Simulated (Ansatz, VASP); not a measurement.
**H in VASP and in Ansatz**

```
CELL_PARAMETERS angstrom
4.79365 -0.00385 -0.00361
-0.08425 5.01748 0.00437
-2.33844 -2.51864 5.00918
ATOMIC_POSITIONS crystal
H 0.83242 0.78188 0.55145
H 0.96894 0.52183 0.05159
H 0.03106 0.47817 0.94841
H 0.16758 0.21812 0.44855
H 0.66782 0.71874 0.44836
H 0.53092 0.98171 0.94851
H 0.46908 0.01829 0.05149
H 0.33218 0.28126 0.55164
```

Change from the starting cell: the structure that the rattled fcc type (Fm-3m, No. 225) fell into.

Alike in both runs: functional PBE; k mesh 6 × 6 × 6; occupations gaussian, width 0.02 eV; no spin polarisation.

Ansatz relaxed the structure, and its values are those at the end. VASP's run is a single point on that final structure, the one shown.

|  | VASP | Ansatz |
| --- | --- | --- |
| version | VASP 6.6.1 | Ansatz 0.2.0 |
| potentials or method | VASP PAW PBE potentials, release 64 (H), cutoff 520 eV | scalar-relativistic, plane waves, PAW |
| valence electrons in the cell | 8 | 8 |

Ansatz gave:

```
gap on the k mesh at the Fermi level (eV) : 9.43
least direct gap on the mesh (eV)         : 9.79
pressure (GPa)                            : 0.0
rms of the force components (eV/Å)        : 0.004
```

Which values does VASP return?

gap on the k mesh at the Fermi level (eV): 9.43; least direct gap on the mesh (eV): 9.79; pressure (GPa): -0.2; rms of the force components (eV/Å): 0.010.
